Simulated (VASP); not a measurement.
Runs of VASP 6.6.1 on Mg2SO. The structure is that of space group R-3m (No. 166), or close to it. The cells are those of the table. 

| level | cell | k mesh | gap on the mesh (eV) | pressure (GPa) | largest force (eV/Å) |
| --- | --- | --- | --- | --- | --- |
| PBE | a = 5.992 Å, angles 33.3°, 4 atoms | 8 × 8 × 8 | (b) | -5.5 | 0.11 |
| r2SCAN | a = 5.707 Å, angles 33.3°, 4 atoms | 8 × 8 × 8 | 1.78 | 6.8 | 0.14 |
| PBE | a = 5.757 Å, angles 33.3°, 4 atoms | 8 × 8 × 8 | 1.11 | 6.5 | 0.13 |
| PBE | a = 5.817 Å, angles 33.3°, 4 atoms | 8 × 8 × 8 | 1.02 | (a) | 0.06 |
| r2SCAN | a = 5.940 Å, angles 33.3°, 4 atoms | 8 × 8 × 8 | 1.42 | -6.2 | 0.12 |
| r2SCAN | a = 5.826 Å, angles 33.3°, 4 atoms | 10 × 10 × 10 | 1.60 | -0.7 | 0.01 |
| r2SCAN | a = 5.884 Å, angles 33.3°, 4 atoms | 8 × 8 × 8 | 1.51 | -3.7 | 0.07 |
| PBE | a = 5.826 Å, angles 33.3°, 4 atoms | 10 × 10 × 10 | 0.97 | 2.0 | 0.01 |

Alike in all rows: task single point; potentials or basis VASP PAW PBE potentials, release 64 (O, S, Mg); no spin polarisation; cutoff (eV) 520; smearing gaussian 0.01 eV.

Q: Estimate the missing entries.

A: (a) 2.7; (b) 0.75.

Caveats: the PAW data sets were made with another functional, which shifts forces and pressure a little (at least some runs); the cell stands under tension (at least some runs); the cell stands under pressure (at least some runs).

A k mesh can miss the band edges.
